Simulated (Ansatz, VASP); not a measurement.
# Two plane-wave programs on AlNi3

POSCAR

```
AlNi3
1.0
    0.0000000000      2.8018887551      2.8018887551
    2.8018887551      0.0000000000      2.8018887551
    2.8018887551      2.8018887551      0.0000000000
Al Ni
1 3
Direct
    0.5000000000      0.5000000000      0.5000000000
    0.2500000000      0.2500000000      0.2500000000
    0.0000000000      0.0000000000      0.0000000000
    0.7500000000      0.7500000000      0.7500000000
```

The input INCAR.step1:

```
ALGO = Normal
EDIFF = 1E-4
ENCUT = 520
GGA = PE
ISMEAR = -1
LASPH = T
LCHARG = F
LREAL = F
LWAVE = T
NBANDS = 24
NELM = 100
PREC = Accurate
SIGMA = 0.2
```

The input INCAR.step2:

```
ALGO = Normal
EDIFF = 1E-6
ENCUT = 520
ISIF = 2
ISMEAR = -1
ISTART = 1
LASPH = T
LCHARG = T
LELF = T
LMIXTAU = T
LREAL = F
LVHAR = T
LWAVE = F
METAGGA = R2SCAN
NBANDS = 24
NELM = 100
PREC = Accurate
SIGMA = 0.2
```

KPOINTS

```
k-points
0
Gamma
  14 14 14
```

Input for Ansatz:

```yaml
crystal:
  lattice:
    - [0.0, 2.8018887551, 2.8018887551]
    - [2.8018887551, 0.0, 2.8018887551]
    - [2.8018887551, 2.8018887551, 0.0]
  atoms:
    - { symbol: Al, position: [0.5, 0.5, 0.5] }
    - { symbol: Ni, position: [0.25, 0.25, 0.25] }
    - { symbol: Ni, position: [0.0, 0.0, 0.0] }
    - { symbol: Ni, position: [0.75, 0.75, 0.75] }
basis:
  ecutwfc: 500
kpoints:
  mp_grid: { grid: [14, 14, 14] }
hamiltonian:
  xc: r2scan
scf:
  occupations: { method: fermi_dirac, width: 0.2 }
output:
  forces: true
  stress: true
  eigenvalues: true
```

Alike in both runs: task single point; functional r2SCAN; k mesh 14 × 14 × 14; occupations fermi-dirac, width 0.2 eV; no spin polarisation.

```csv
,VASP,Ansatz
version,VASP 6.6.1,Ansatz 0.2.0
potentials or method,"VASP PAW PBE potentials, release 64 (Al, Ni), cutoff 520 eV","scalar-relativistic, plane waves, PAW"
valence electrons in the cell,33,57
```

VASP gave:

```
gap on the k mesh at the Fermi level (eV) : none
pressure (GPa)                            : 1.3
```

Question: Which values does Ansatz return?

Answer: gap on the k mesh at the Fermi level (eV): none; pressure (GPa): 1.2.

VASP's potentials were made for PBE, not for r2SCAN. A gap of «none» marks a metal or a gap that the smearing closes. The functional is the same, so the differences come from potentials, cutoffs and numerics. VASP's potentials hold 33 valence electrons a cell and Ansatz's 57, so a difference there can come from the potentials and not from the codes.
